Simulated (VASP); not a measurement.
# Rb (Im-3m) in VASP: relaxation of cell and atoms with PBE

Aim: the relaxation of cell and atoms of Rb with PBE.

All numbers are computed with VASP 6.6.1; they aren't measurements. Logs are shortened: lines on timing, memory, paths and dates and some standing lists are left out, and cuts for length are marked.

## 1. The cell of the first run

The structure is cubic, space group Im-3m (No. 229). The conventional cell has a = 4.528 Å, b = 4.528 Å, c = 4.528 Å, α = 90.00°, β = 90.00°, γ = 90.00°. Rb (site symmetry m-3m) has 14 Rb at 3.92 to 4.53 Å within 5.1 Å.

## 2. Relaxation of cell and atoms, PBE, target pressure 6.2 GPa, at which the enthalpy is minimised

INCAR reads:

```
SYSTEM = Rb
ALGO = Normal ; EDIFF = 1E-7
EDIFFG = -0.005 ; ENCUT = 600
GGA = PE ; IBRION = 2
ISIF = 3 ; ISMEAR = -1
LASPH = .TRUE. ; LCHARG = .FALSE.
LREAL = .FALSE. ; LWAVE = .FALSE.
NELM = 100 ; NSW = 32
PREC = Accurate ; PSTRESS = 62.0
SIGMA = 0.1
```

KPOINTS reads:

```
k-points
0
G
  12 12 12
  0 0 0
```

POSCAR reads:

```
Rb
1.0
   -2.2641662591      2.2641662591      2.2641662591
    2.2641662591     -2.2641662591      2.2641662591
    2.2641662591      2.2641662591     -2.2641662591
Rb
1
Direct
    0.0000000000      0.0000000000      0.0000000000
```

Potentials or basis: VASP PAW PBE potentials, release 64 (Rb_sv).

Launch:

```sh
cat potpaw_PBE.64/Rb_sv/POTCAR > POTCAR
mpirun -np 1 vasp_std > vasp.out
```

OUTCAR:

```text
SYSTEM = Rb
   EDIFF = 1E-7
   EDIFFG = -0.005
   ENCUT = 600
   GGA = PE
   IBRION = 2
   ISIF = 3
   ISMEAR = -1
   LASPH = .TRUE.
   LREAL = .FALSE.
   NELM = 100
   NSW = 32
   PREC = Accurate
   PSTRESS = 62.0

 ion  position               nearest neighbor table
   1  0.000  0.000  0.000-

  LATTYP: Found a body centered cubic cell.
 ALAT       =     4.5283325182

  Lattice vectors:

 A1 = (  -2.2641662591,   2.2641662591,   2.2641662591)
 A2 = (   2.2641662591,  -2.2641662591,   2.2641662591)
 A3 = (   2.2641662591,   2.2641662591,  -2.2641662591)

Analysis of symmetry for initial positions (statically):
=====================================================================
 Subroutine PRICEL returns:
 Original cell was already a primitive cell.

 Routine SETGRP: Setting up the symmetry group for a
 body centered cubic supercell.

 Subroutine GETGRP returns: Found 48 space group operations
 (whereof 48 operations were pure point group operations)
 out of a pool of 48 trial point group operations.

The static configuration has the point symmetry O_h .

Analysis of symmetry for dynamics (positions and initial velocities):
=====================================================================
 Subroutine PRICEL returns:
 Original cell was already a primitive cell.

 Routine SETGRP: Setting up the symmetry group for a
 body centered cubic supercell.

 Subroutine GETGRP returns: Found 48 space group operations
 (whereof 48 operations were pure point group operations)
 out of a pool of 48 trial point group operations.

The dynamic configuration has the point symmetry O_h .

 Subroutine INISYM returns: Found 48 space group operations
 (whereof 48 operations are pure point group operations),
 and found     1 'primitive' translations

----------------------------------------------------------------------------------------

                                     Primitive cell

  volume of cell :      46.4285

  direct lattice vectors                    reciprocal lattice vectors
    -2.264166259  2.264166259  2.264166259     0.000000000  0.220831840  0.220831840
     2.264166259 -2.264166259  2.264166259     0.220831840  0.000000000  0.220831840
     2.264166259  2.264166259 -2.264166259     0.220831840  0.220831840  0.000000000

  length of vectors
     3.921650998  3.921650998  3.921650998     0.312303382  0.312303382  0.312303382

  position of ions in fractional coordinates (direct lattice)
     0.000000000  0.000000000  0.000000000

  ion indices of the primitive-cell ions
   primitive index   ion index
                 1           1

----------------------------------------------------------------------------------------

 KPOINTS: k-points

Automatic generation of k-mesh.
 Grid dimensions read from file:
 generate k-points for:   12   12   12

 Generating k-lattice:

  Cartesian coordinates                     Fractional coordinates (reciprocal lattice)
     0.000000000  0.018402653  0.018402653     0.083333333  0.000000000  0.000000000
     0.018402653  0.000000000  0.018402653     0.000000000  0.083333333  0.000000000
     0.018402653  0.018402653  0.000000000     0.000000000  0.000000000  0.083333333

  Length of vectors
     0.026025282  0.026025282  0.026025282

  Shift w.r.t. Gamma in fractional coordinates (k-lattice)
     0.000000000  0.000000000  0.000000000

 Subroutine IBZKPT returns following result:
 ===========================================

 Found     72 irreducible k-points:

 Following reciprocal coordinates:
            Coordinates               Weight
  0.000000  0.000000  0.000000      1.000000
  0.083333  0.000000  0.000000     12.000000
  0.166667  0.000000  0.000000     12.000000
  0.250000  0.000000  0.000000     12.000000
  0.333333  0.000000  0.000000     12.000000
  0.416667  0.000000  0.000000     12.000000
[... 16 lines left out ...]
  0.333333  0.083333  0.083333     24.000000
  0.416667  0.083333  0.083333     12.000000
 [... further k-points ...]
   k-points           NKPTS =     72   k-points in BZ     NKDIM =     72   number of bands    NBANDS=      8
   number of dos      NEDOS =    301   number of ions     NIONS =      1
   total plane-waves  NPLWV =  32768
   dimension x,y,z NGX =    32 NGY =   32 NGZ =   32
   dimension x,y,z NGXF=    64 NGYF=   64 NGZF=   64
   ions per type =               1
   NGX,Y,Z   is equivalent  to a cutoff of  13.57, 13.57, 13.57 a.u.
   NGXF,Y,Z  is equivalent  to a cutoff of  27.13, 27.13, 27.13 a.u.
 SYSTEM =  Rb
   PREC   = accura    normal or accurate (medium, high low for compatibility)
   ISTART =      0    job   : 0-new  1-cont  2-samecut
   ICHARG =      2    charge: 1-file 2-atom 10-const
   ISPIN  =      1    spin polarized calculation?
   LNONCOLLINEAR =      F non collinear calculations
   LSORBIT =      F    spin-orbit coupling
   LASPH  =      T    aspherical Exc in radial PAW
   ENCUT  =  600.0 eV  44.10 Ry    6.64 a.u.   7.83  7.83  7.83*2*pi/ulx,y,z
   NELM   =    100;   NELMIN=  2; NELMDL= -5     # of ELM steps
   EDIFF  = 0.1E-06   stopping-criterion for ELM
   LREAL  =      F    real-space projection
   EDIFFG = -.5E-02   stopping-criterion for IOM
   NSW    =     32    number of steps for IOM
   IBRION =      2    ionic relax: 0-MD 1-quasi-New 2-CG
   NFREE  =      1    steps in history (QN), initial steepest desc. (CG)
   ISIF   =      3    stress and relaxation
   ISYM   =      2    0-nonsym 1-usesym 2-fastsym
   POTIM  = 0.5000    time-step for ionic-motion
   TEBEG  =    0.0;   TEEND  =   0.0 temperature during run
   PSTRESS=   62.0 pullay stress
   NELECT =       9.0000    total number of electrons
   NUPDOWN=      -1.0000    fix difference up-down
   EMIN   =  10.00;   EMAX   =-10.00  energy-range for DOS
   EFERMI =   0.00;   METHOD = LEGACY
   ISMEAR =    -1;   SIGMA  =   0.10  broadening in eV -4-tet -1-fermi 0-gaus
   EFERMI_NEDOS =   21; number of points for ismear=-14 and -15
   IALGO  =     38    algorithm
   IMIX   =      4    mixing-type and parameters
     AMIX     =   0.40;   BMIX     =  1.00
     AMIX_MAG =   1.60;   BMIX_MAG =  1.00
  volume/ion in A,a.u.               =      46.43       313.32
  Fermi-wavevector in a.u.,A,eV,Ry     =   0.947460  1.790439 12.213673  0.897680
  Thomas-Fermi vector in A             =   2.075555
   LORBIT       =      0    0 simple, 1 ext, 2 COOP (PROOUT), +10 PAW based schemes
   GGA     = PE    functional components
   LHFCALC =     F    Hartree Fock is set to
   AEXX    =    0.0000 exact exchange contribution
   IVDW    =     0    specifies the selected vdW correction
   LEPSILON=     F    determine dielectric tensor
   LRPA    =     F    only Hartree local field effects (RPA)
 conjugate gradient relaxation of ions
 non-spin polarized calculation
  energy-cutoff  :      600.00
  volume of cell :       46.43
 maximum number of plane-waves:      1568
   NGX = 15   NGY = 15   NGZ = 15

 number of electron       9.0000000 magnetization

 Free energy of the ion-electron system (eV)
  ---------------------------------------------------
  ext. energy  EPLUGINS =         0.00000000
  ---------------------------------------------------
  free energy    TOTEN  =        -0.42826825 eV

  energy without entropy =       -0.39609869  energy(sigma->0) =       -0.41218347

 E-fermi :   2.2207     XC(G=0):  -7.4046

 val. band max:        2.2171140259   @ k =  -0.3333   0.3333   0.2500
 cond. band min:       2.2610037072   @ k =   0.2500   0.1667   0.0833
 fundamental gap:      0.0438896812
 Fermi energy:         2.2206778355

 k-point     1 :       0.0000    0.0000    0.0000
  band No.  band energies     occupation
      1     -26.7421      2.00000
      2     -10.5059      2.00000
      3     -10.5059      2.00000
      4     -10.5059      2.00000
      5      -0.6964      2.00000
      6       6.3290      0.00000
      7       6.3290      0.00000
      8       6.3290      0.00000

 k-point     2 :       0.0833    0.0000    0.0000
  band No.  band energies     occupation
      1     -26.7366      2.00000
      2     -10.5638      2.00000
      3     -10.5216      2.00000
      4     -10.5066      2.00000
      5      -0.5299      2.00000
      6       6.1419      0.00000
      7       6.1742      0.00000
      8       6.4940      0.00000

 k-point     3 :       0.1667    0.0000    0.0000
  band No.  band energies     occupation
      1     -26.7218      2.00000
      2     -10.7163      2.00000
      3     -10.5641      2.00000
      4     -10.5088      2.00000
      5      -0.0650      2.00000
      6       5.5827      0.00000
      7       5.7191      0.00000
      8       6.9814      0.00000

 k-point     4 :       0.2500    0.0000    0.0000
  band No.  band energies     occupation
      1     -26.7014      2.00000
      2     -10.9129      2.00000
      3     -10.6211      2.00000
      4     -10.5118      2.00000
      5       0.6008      2.00000
      6       4.8498      0.00000
      7       5.2661      0.00000
      8       7.7038      0.00000

 k-point     5 :       0.3333    0.0000    0.0000
  band No.  band energies     occupation
      1     -26.6809      2.00000
      2     -11.0979      2.00000
      3     -10.6771      2.00000
      4     -10.5149      2.00000
      5       1.3057      1.99979
      6       4.3143      0.00000
      7       4.8971      0.00000
      8       7.9644      0.00000
[... 177 lines left out ...]
 k-point    22 :       0.2500    0.0833    0.0833
  band No.  band energies     occupation
      1     -26.6770      2.00000
      2     -11.1000      2.00000
      3     -10.6897      2.00000
      4     -10.5606      2.00000
      5       1.5906      1.99634
      6       4.2146      0.00000
      7       4.5858      0.00000
      8       8.1260      0.00000

 k-point    23 :       0.3333    0.0833    0.0833
  band No.  band energies     occupation
      1     -26.6636      2.00000
      2     -11.1909      2.00000
      3     -10.7510      2.00000
      4     -10.5663      2.00000
      5       2.1496      1.34117
      6       4.0084      0.00000
      7       4.4057      0.00000
      8       8.1961      0.00000

 k-point    24 :       0.4167    0.0833    0.0833
  band No.  band energies     occupation
      1     -26.6587      2.00000
      2     -11.2228      2.00000
      3     -10.7739      2.00000
      4     -10.5684      2.00000
      5       2.3418      0.45901
      6       4.0003      0.00000
      7       4.3456      0.00000
      8       8.1230      0.00000

 [... further k-points ...]

------------------------ aborting loop because EDIFF is reached ----------------------------------------

  FORCE on cell =-STRESS in cart. coord.  units (eV):
  Direction    XX          YY          ZZ          XY          YZ          ZX
  --------------------------------------------------------------------------------------
  -------------------------------------------------------------------------------------
  Total        1.7972219      1.7972219      1.7972219      0.0000000      0.0000000     -0.0000000
  in kB       62.0193710     62.0193710     62.0193710      0.0000000      0.0000000     -0.0000000
  external PRESSURE =       0.0193710 kB  Pullay stress =      62.0000000 kB

 VOLUME and BASIS-vectors are now :
 -----------------------------------------------------------------------------
  energy-cutoff  :      600.00
  volume of cell :       46.43
      direct lattice vectors                 reciprocal lattice vectors
    -2.264166259  2.264166259  2.264166259     0.000000000  0.220831840  0.220831840
     2.264166259 -2.264166259  2.264166259     0.220831840  0.000000000  0.220831840
     2.264166259  2.264166259 -2.264166259     0.220831840  0.220831840  0.000000000

 POSITION                                       TOTAL-FORCE (eV/Angst)
 -----------------------------------------------------------------------------------
      0.00000      0.00000      0.00000        -0.000000     -0.000000      0.000000
 -----------------------------------------------------------------------------------
    total drift:                                0.000000      0.000000     -0.000000

  FREE ENERGIE OF THE ION-ELECTRON SYSTEM (eV)
  ---------------------------------------------------
  free  energy   TOTEN  =        -0.4282682519 eV

  energy  without entropy=       -0.3960986860  energy(sigma->0) =       -0.41218347

  enthalpy is  TOTEN    =         1.3683923357 eV   P V=        1.7966605876

 reached required accuracy - stopping structural energy minimisation
```

Run time: 8.2 s. Hardware: 1 thread of Intel Xeon 6975P-C (Granite Rapids), shared host; peak memory 0.19 GiB.

What came out:

```
Free energy             : -0.4283 eV
Pressure after relaxing : 6.2 GPa
Band gap on the k mesh  : zero (an odd number of electrons rules out a gap without spin polarisation)
```

Final structure:
```
Rb
1.0
    -2.26417    2.26417    2.26417
     2.26417   -2.26417    2.26417
     2.26417    2.26417   -2.26417
Rb
1
Cartesian
  0.0000 0.0000 0.0000
```

Caveat: the relaxation stopped at its first step, so nothing moved; the cell is relaxed towards a set pressure, so the run minimises the enthalpy, not the energy.
